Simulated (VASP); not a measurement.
# Lu (P6_3/mmc) in VASP: further runs

The runs below take Lu through electric field gradients, with PBEsol.

Program: VASP 6.6.1. These are calculated values, not measurements. Logs are shortened: lines on timing, memory, paths and dates and some standing lists are left out, and cuts for length are marked.

## 1. The cell of the first run

It takes space group P6_3/mmc (No. 194, hexagonal). The conventional cell has a = 3.498 Å, b = 3.498 Å, c = 5.548 Å, α = 90.00°, β = 90.00°, γ = 120.00°. Within 4.5 Å of Lu (site symmetry -6m2) lie 12 Lu at 3.43 to 3.50 Å.

## 2. Electric field gradients, PBEsol (29.40 Å³/atom)

INCAR reads:

```
PREC     = Accurate       # precision mode
ENCUT    = 520            # plane-wave cutoff, eV
EDIFF    = 1E-8           # SCF threshold, eV
ISMEAR   = -1             # smearing method
SIGMA    = 0.03           # smearing width, eV
LREAL    = False          # projectors in reciprocal space
LASPH    = True           # aspherical terms in the spheres
NELM     = 100            # most SCF steps
ALGO     = Normal         # electronic algorithm
ISIF     = 2              # what is computed and relaxed
LWAVE    = False          # write WAVECAR
LCHARG   = False          # write CHGCAR
GGA      = PS             # functional
LEFG     = True         
NBANDS   = 32             # bands
```

KPOINTS reads:

```
regular mesh
0
Gamma
  13 13 8
```

POSCAR reads:

```
Lu
1.0
    3.4981600094      0.0000000000      0.0000000000
   -1.7490800047      3.0294954348      0.0000000000
    0.0000000000      0.0000000000      5.5479824696
Lu
2
Direct
    0.3333333333      0.6666666667      0.2500000000
    0.6666666667      0.3333333333      0.7500000000
```

Potentials or basis: VASP PAW PBE potentials, release 64 (Lu).

Command:

```bash
cat potpaw_PBE.64/Lu/POTCAR > POTCAR
mpirun -np 1 vasp_std > vasp.out
```

OUTCAR:

```text
PREC = Accurate
   ENCUT = 520
   EDIFF = 1E-8
   ISMEAR = -1
   LREAL = False
   LASPH = True
   NELM = 100
   ISIF = 2
   GGA = PS

 ion  position               nearest neighbor table
   1  0.333  0.667  0.250-   2 3.43   2 3.43   2 3.43   2 3.43   2 3.43   2 3.43
   2  0.667  0.333  0.750-   1 3.43   1 3.43   1 3.43   1 3.43   1 3.43   1 3.43

  LATTYP: Found a hexagonal cell.
 ALAT       =     3.4981600094
 C/A-ratio  =     1.5859716121

  Lattice vectors:

 A1 = (   3.4981600094,   0.0000000000,   0.0000000000)
 A2 = (  -1.7490800047,   3.0294954348,   0.0000000000)
 A3 = (   0.0000000000,   0.0000000000,   5.5479824696)

Analysis of symmetry for initial positions (statically):
=====================================================================
 Subroutine PRICEL returns:
 Original cell was already a primitive cell.

 Routine SETGRP: Setting up the symmetry group for a
 hexagonal supercell.

 Subroutine GETGRP returns: Found 24 space group operations
 (whereof 12 operations were pure point group operations)
 out of a pool of 24 trial point group operations.

The static configuration has the point symmetry D_3d.
 The point group associated with its full space group is D_6h.

Analysis of symmetry for dynamics (positions and initial velocities):
=====================================================================
 Subroutine PRICEL returns:
 Original cell was already a primitive cell.

 Routine SETGRP: Setting up the symmetry group for a
 hexagonal supercell.

 Subroutine GETGRP returns: Found 24 space group operations
 (whereof 12 operations were pure point group operations)
 out of a pool of 24 trial point group operations.

The dynamic configuration has the point symmetry D_3d.
 The point group associated with its full space group is D_6h.

 Subroutine INISYM returns: Found 24 space group operations
 (whereof 12 operations are pure point group operations),
 and found     1 'primitive' translations

----------------------------------------------------------------------------------------

                                     Primitive cell

  volume of cell :      58.7956

  direct lattice vectors                    reciprocal lattice vectors
[... 115 lines left out ...]
   IVDW    =     0    specifies the selected vdW correction
   LEPSILON=     F    determine dielectric tensor
   LRPA    =     F    only Hartree local field effects (RPA)
 non-spin polarized calculation
  energy-cutoff  :      520.00
  volume of cell :       58.80
 maximum number of plane-waves:      1640
 NGX is ok and might be reduce to    28
   NGX = 13   NGY = 13   NGZ = 21

 number of electron      49.9999999 magnetization

 Free energy of the ion-electron system (eV)
  ---------------------------------------------------
  ext. energy  EPLUGINS =         0.00000000
  ---------------------------------------------------
  free energy    TOTEN  =        -9.87006331 eV

  energy without entropy =       -9.85929489  energy(sigma->0) =       -9.86467910

 E-fermi :   2.0431     XC(G=0): -10.7282

 val. band max:        2.0203328526   @ k =   0.3846  -0.0000   0.1250
 cond. band min:       2.0457888556   @ k =   0.1538   0.0769   0.0000
 fundamental gap:      0.0254560030
 Fermi energy:         2.0430514480

 k-point     1 :       0.0000    0.0000    0.0000
  band No.  band energies     occupation
      1     -54.1580      2.00000
      2     -54.1259      2.00000
      3     -25.0749      2.00000
      4     -24.6640      2.00000
      5     -24.6640      2.00000
      6     -24.5876      2.00000
[... 829 lines left out ...]
     31       5.5322      0.00000
     32       5.5405      0.00000

 [... further k-points ...]
[... 5 lines left out ...]
  --------------------------------------------------------------------------------------
  -------------------------------------------------------------------------------------
  Total       -0.9043015     -0.9043015     -1.3689649      0.0000000      0.0000000      0.0000000
  in kB      -24.6421617    -24.6421617    -37.3042099      0.0000000      0.0000000      0.0000000
  external PRESSURE =     -28.8628444 kB  Pullay stress =       0.0000000 kB

 VOLUME and BASIS-vectors are now :
 -----------------------------------------------------------------------------
  energy-cutoff  :      520.00
  volume of cell :       58.80
      direct lattice vectors                 reciprocal lattice vectors
     3.498160009  0.000000000  0.000000000     0.285864568  0.165043985  0.000000000
    -1.749080005  3.029495435  0.000000000     0.000000000  0.330087971  0.000000000
     0.000000000  0.000000000  5.547982470     0.000000000  0.000000000  0.180245703

 POSITION                                       TOTAL-FORCE (eV/Angst)
 -----------------------------------------------------------------------------------
     -0.00000      2.01966      1.38700        -0.000000     -0.000000      0.000000
      1.74908      1.00983      4.16099         0.000000      0.000000      0.000000
 -----------------------------------------------------------------------------------
    total drift:                               -0.000000      0.000000     -0.000000

  FREE ENERGIE OF THE ION-ELECTRON SYSTEM (eV)
  ---------------------------------------------------
  free  energy   TOTEN  =        -9.8700633081 eV

  energy  without entropy=       -9.8592948858  energy(sigma->0) =       -9.86467910

 Electric field gradients (V/A^2)
---------------------------------------------------------------------
 ion       V_xx      V_yy      V_zz      V_xy      V_xz      V_yz
---------------------------------------------------------------------
   1     -28.192   -28.193    56.386    -0.001     0.000    -0.000
   2     -28.192   -28.193    56.386    -0.001    -0.000     0.000
---------------------------------------------------------------------

 Electric field gradients after diagonalization (V/A^2)
 (convention: |V_zz| > |V_xx| > |V_yy|)
----------------------------------------------------------------------
 ion       V_xx      V_yy      V_zz     asymmetry (V_yy - V_xx)/ V_zz
----------------------------------------------------------------------
   1     -28.194   -28.192    56.386       0.000
   2     -28.194   -28.192    56.386       0.000
----------------------------------------------------------------------

           NMR quadrupolar parameters

 Cq : quadrupolar parameter    Cq=e*Q*V_zz/h
 eta: asymmetry parameters     (V_yy - V_xx)/ V_zz
 Q  : nuclear electric quadrupole moment in mb (millibarn)
----------------------------------------------------------------------
 ion       Cq(MHz)       eta       Q (mb)
----------------------------------------------------------------------
   1       0.136       0.000       1.000
   2       0.136       0.000       1.000
----------------------------------------------------------------------
```

Wall time 3 min (1 thread of Intel Xeon Platinum 8488C (Sapphire Rapids), shared host); peak memory 0.3 GiB.

What came out:

```yaml
Free_energy: -9.8701 eV
Pressure: -2.9 GPa
Band_gap_on_the_k_mesh: zero (bands 25 and 26 overlap by 1.73 eV)
Largest_electric_field_gradient_by_atom: Lu +56.4 V/Å²
```

Electric field gradients, principal values (V/Å²):
```
atom    least   middle  greatest (by size)
1 Lu  -28.192  -28.194              56.386
2 Lu  -28.192  -28.194              56.386
```

Caveat: without QUAD_EFG the Cq values of the log hold for a quadrupole moment of 1 mb, not for the nuclei; the PAW data sets were made with another functional, which shifts forces and pressure a little; spin-orbit coupling is left out, which moves the levels of the heavy elements.

## 3. Electric field gradients, PBEsol (29.40 Å³/atom)

INCAR reads:

```
SYSTEM = Lu
  PREC = Accurate
  ENCUT = 520
  EDIFF = 1E-8
  ISMEAR = -1
  SIGMA = 0.03
  LREAL = .False.
  LASPH = .True.
  NELM = 100
  ALGO = Normal
  ISIF = 2
  LWAVE = .False.
  LCHARG = .False.
  GGA = PS
  LEFG = .True.
  NBANDS = 32
```

KPOINTS reads:

```
regular mesh
0
Gamma
  13 13 8
  0 0 0
```

POSCAR is that of step 2.

Potentials or basis: VASP PAW PBE potentials, release 64 (Lu).

Command:

```bash
cat potpaw_PBE.64/Lu/POTCAR > POTCAR
mpirun -np 1 vasp_std > vasp.out
```

OUTCAR:

```text
SYSTEM = Lu
   PREC = Accurate
   ENCUT = 520
   EDIFF = 1E-8
   ISMEAR = -1
   LREAL = .False.
   LASPH = .True.
   NELM = 100
   ISIF = 2
   GGA = PS

 ion  position               nearest neighbor table
   1  0.333  0.667  0.250-   2 3.43   2 3.43   2 3.43   2 3.43   2 3.43   2 3.43
   2  0.667  0.333  0.750-   1 3.43   1 3.43   1 3.43   1 3.43   1 3.43   1 3.43

  LATTYP: Found a hexagonal cell.
 ALAT       =     3.4981600094
 C/A-ratio  =     1.5859716121

  Lattice vectors:

 A1 = (   3.4981600094,   0.0000000000,   0.0000000000)
 A2 = (  -1.7490800047,   3.0294954348,   0.0000000000)
[... 1055 lines left out ...]
  free  energy   TOTEN  =        -9.8700633081 eV

  energy  without entropy=       -9.8592948858  energy(sigma->0) =       -9.86467910

 Electric field gradients (V/A^2)
---------------------------------------------------------------------
 ion       V_xx      V_yy      V_zz      V_xy      V_xz      V_yz
---------------------------------------------------------------------
   1     -28.192   -28.193    56.386    -0.001     0.000    -0.000
   2     -28.192   -28.193    56.386    -0.001    -0.000     0.000
---------------------------------------------------------------------

 Electric field gradients after diagonalization (V/A^2)
 (convention: |V_zz| > |V_xx| > |V_yy|)
----------------------------------------------------------------------
 ion       V_xx      V_yy      V_zz     asymmetry (V_yy - V_xx)/ V_zz
----------------------------------------------------------------------
   1     -28.194   -28.192    56.386       0.000
   2     -28.194   -28.192    56.386       0.000
----------------------------------------------------------------------

           NMR quadrupolar parameters

 Cq : quadrupolar parameter    Cq=e*Q*V_zz/h
 eta: asymmetry parameters     (V_yy - V_xx)/ V_zz
 Q  : nuclear electric quadrupole moment in mb (millibarn)
----------------------------------------------------------------------
 ion       Cq(MHz)       eta       Q (mb)
----------------------------------------------------------------------
   1       0.136       0.000       1.000
   2       0.136       0.000       1.000
----------------------------------------------------------------------
```

OSZICAR:

```text
N       E                     dE             d eps       ncg     rms          rms(c)
DAV:   1     0.239493166003E+03    0.23949E+03   -0.19405E+04  9752   0.507E+03
DAV:   2     0.194718030524E+02   -0.22002E+03   -0.21205E+03  7384   0.554E+02
DAV:   3    -0.744300306688E+01   -0.26915E+02   -0.26464E+02  9736   0.116E+02
DAV:   4    -0.999475649530E+01   -0.25518E+01   -0.25382E+01 10344   0.248E+01
DAV:   5    -0.100661261199E+02   -0.71370E-01   -0.71336E-01 10320   0.436E+00    0.494E+00
DAV:   6    -0.990868195715E+01    0.15744E+00   -0.50909E-01 10528   0.921E+00    0.224E+00
DAV:   7    -0.987358948485E+01    0.35092E-01   -0.96996E-02  9896   0.187E+00    0.468E-01
DAV:   8    -0.986987499289E+01    0.37145E-02   -0.12990E-02 11048   0.907E-01    0.137E-01
DAV:   9    -0.987005904440E+01   -0.18405E-03   -0.14645E-03  8808   0.266E-01    0.989E-02
DAV:  10    -0.987006350277E+01   -0.44584E-05   -0.25427E-04 10376   0.130E-01    0.651E-03
DAV:  11    -0.987006428185E+01   -0.77908E-06   -0.10325E-05  9128   0.213E-02    0.977E-03
DAV:  12    -0.987006354183E+01    0.74002E-06   -0.11801E-06  8992   0.854E-03    0.139E-03
DAV:  13    -0.987006332999E+01    0.21184E-06   -0.65778E-08  8448   0.237E-03    0.185E-04
DAV:  14    -0.987006330214E+01    0.27849E-07   -0.46633E-09  5424   0.594E-04    0.365E-05
DAV:  15    -0.987006330806E+01   -0.59226E-08   -0.19461E-09  4704   0.443E-04
   1 F= -.98700633E+01 E0= -.98646791E+01  d E =-.107684E-01
```

stdout:

```text
POSCAR found type information on POSCAR Lu
 POSCAR found :  1 types and       2 ions
 scaLAPACK will be used
 -----------------------------------------------------------------------------
|                                                                             |
|                                                                             |
|     You enforced a specific xc type in the INCAR file but a different       |
|     I HOPE YOU KNOW WHAT YOU ARE DOING!                                     |
|                                                                             |
 -----------------------------------------------------------------------------

 LDA part: xc-table for (Slater+PW92), standard interpolation
 POSCAR, INCAR and KPOINTS ok, starting setup
 FFT: planning ... GRIDC
 FFT: planning ... GRID_SOFT
 FFT: planning ... GRID
 WAVECAR not read
 entering main loop
ion   1

ion   2
```

Run time: 3.1 min. Hardware: 1 thread of Intel Xeon Platinum 8488C (Sapphire Rapids), shared host; peak memory 0.3 GiB.

What came out:

* Free energy: -9.8701 eV
* Pressure: -2.9 GPa
* Band gap on the k mesh: zero (bands 25 and 26 overlap by 1.73 eV)
* Largest electric field gradient by atom: Lu +56.4 V/Å²

Levels at points of the mesh, in eV from the Fermi level:
```tsv
k point	band 23	band 24	band 25	band 26	band 27	band 28
(0.00, 0.00, 0.00)	-4.85	-2.44	0.56	2.19	2.19	2.45
(0.00, 0.00, 0.50)	-4.38	-4.38	1.13	1.13	2.11	2.11
```

Electric field gradients, principal values (V/Å²):
| atom | least | middle | greatest (by size) |
| --- | --- | --- | --- |
| 1 Lu | -28.192 | -28.194 | 56.386 |
| 2 Lu | -28.192 | -28.194 | 56.386 |

Caveat: without QUAD_EFG the Cq values of the log hold for a quadrupole moment of 1 mb, not for the nuclei; the PAW data sets were made with another functional, which shifts forces and pressure a little; spin-orbit coupling is left out, which moves the levels of the heavy elements.

## 4. Electric field gradients, PBEsol (zz strain of +2 %)

INCAR reads:

```
ALGO = Normal
EDIFF = 1E-8
ENCUT = 520
GGA = PS
ISIF = 2
ISMEAR = -1
LASPH = T
LCHARG = F
LEFG = T
LREAL = F
LWAVE = F
NBANDS = 32
NELM = 60
PREC = Accurate
SIGMA = 0.03
```

KPOINTS reads:

```
k-points
0
Gamma
  13 13 8
```

POSCAR reads:

```
Lu
1.0
    3.5098988894      0.0000000000      0.0000000000
   -1.7549494447      3.0396616030      0.0000000000
    0.0000000000      0.0000000000      5.6779320000
Lu
2
Direct
    0.3333333333      0.6666666667      0.2500000000
    0.6666666667      0.3333333333      0.7500000000
```

Potentials or basis: VASP PAW PBE potentials, release 64 (Lu).

Command:

```bash
cat potpaw_PBE.64/Lu/POTCAR > POTCAR
mpirun -np 1 vasp_std > vasp.out
```

OUTCAR:

```text
EDIFF = 1E-8
   ENCUT = 520
   GGA = PS
   ISIF = 2
   ISMEAR = -1
   LASPH = T
   LREAL = F
   NELM = 60
   PREC = Accurate

 ion  position               nearest neighbor table
   1  0.333  0.667  0.250-   2 3.49   2 3.49   2 3.49   2 3.49   2 3.49   2 3.49
   2  0.667  0.333  0.750-   1 3.49   1 3.49   1 3.49   1 3.49   1 3.49   1 3.49

  LATTYP: Found a hexagonal cell.
 ALAT       =     3.5098988894
 C/A-ratio  =     1.6176910444

  Lattice vectors:

[... 1054 lines left out ...]

  FREE ENERGIE OF THE ION-ELECTRON SYSTEM (eV)
  ---------------------------------------------------
  free  energy   TOTEN  =        -9.8238579837 eV

  energy  without entropy=       -9.8131944179  energy(sigma->0) =       -9.81852620

 Electric field gradients (V/A^2)
---------------------------------------------------------------------
 ion       V_xx      V_yy      V_zz      V_xy      V_xz      V_yz
---------------------------------------------------------------------
   1     -17.112   -17.112    34.225    -0.000     0.000    -0.000
   2     -17.112   -17.112    34.225    -0.000    -0.000     0.000
---------------------------------------------------------------------

 Electric field gradients after diagonalization (V/A^2)
 (convention: |V_zz| > |V_xx| > |V_yy|)
----------------------------------------------------------------------
 ion       V_xx      V_yy      V_zz     asymmetry (V_yy - V_xx)/ V_zz
----------------------------------------------------------------------
   1     -17.113   -17.112    34.225       0.000
   2     -17.113   -17.112    34.225       0.000
----------------------------------------------------------------------

           NMR quadrupolar parameters

 Cq : quadrupolar parameter    Cq=e*Q*V_zz/h
 eta: asymmetry parameters     (V_yy - V_xx)/ V_zz
 Q  : nuclear electric quadrupole moment in mb (millibarn)
----------------------------------------------------------------------
 ion       Cq(MHz)       eta       Q (mb)
----------------------------------------------------------------------
   1       0.083       0.000       1.000
   2       0.083       0.000       1.000
----------------------------------------------------------------------
```

stdout:

```text
POSCAR found type information on POSCAR Lu
 POSCAR found :  1 types and       2 ions
 scaLAPACK will be used
 -----------------------------------------------------------------------------
|                                                                             |
|                                                                             |
|     You enforced a specific xc type in the INCAR file but a different       |
|     I HOPE YOU KNOW WHAT YOU ARE DOING!                                     |
|                                                                             |
 -----------------------------------------------------------------------------

 LDA part: xc-table for (Slater+PW92), standard interpolation
 POSCAR, INCAR and KPOINTS ok, starting setup
 FFT: planning ... GRIDC
 FFT: planning ... GRID_SOFT
 FFT: planning ... GRID
 WAVECAR not read
 entering main loop
ion   1

ion   2
```

Wall time 3.3 min (1 thread of Intel Xeon Platinum 8488C (Sapphire Rapids), shared host); peak memory 0.3 GiB.

What came out:

* Free energy: -9.8239 eV
* Pressure: -4.0 GPa
* Band gap on the k mesh: zero (bands 25 and 26 overlap by 1.58 eV)
* Largest electric field gradient by atom: Lu +34.2 V/Å²

Levels at points of the mesh, in eV from the Fermi level:
| k point | band 23 | band 24 | band 25 | band 26 | band 27 | band 28 |
| --- | --- | --- | --- | --- | --- | --- |
| (0.00, 0.00, 0.00) | -4.92 | -2.47 | 0.34 | 2.18 | 2.18 | 2.25 |
| (0.00, 0.00, 0.50) | -4.41 | -4.41 | 1.02 | 1.02 | 2.14 | 2.14 |

Electric field gradients, principal values (V/Å²):
```tsv
atom	least	middle	greatest (by size)
1 Lu	-17.112	-17.113	34.225
2 Lu	-17.112	-17.113	34.225
```

Caveat: the cell differs from its parent crystal (zz strain of +2 %); the cell stands under tension; without QUAD_EFG the Cq values of the log hold for a quadrupole moment of 1 mb, not for the nuclei; the PAW data sets were made with another functional, which shifts forces and pressure a little; spin-orbit coupling is left out, which moves the levels of the heavy elements.

The gap in the log of VASP goes by the Fermi energy; the results here count the filled bands.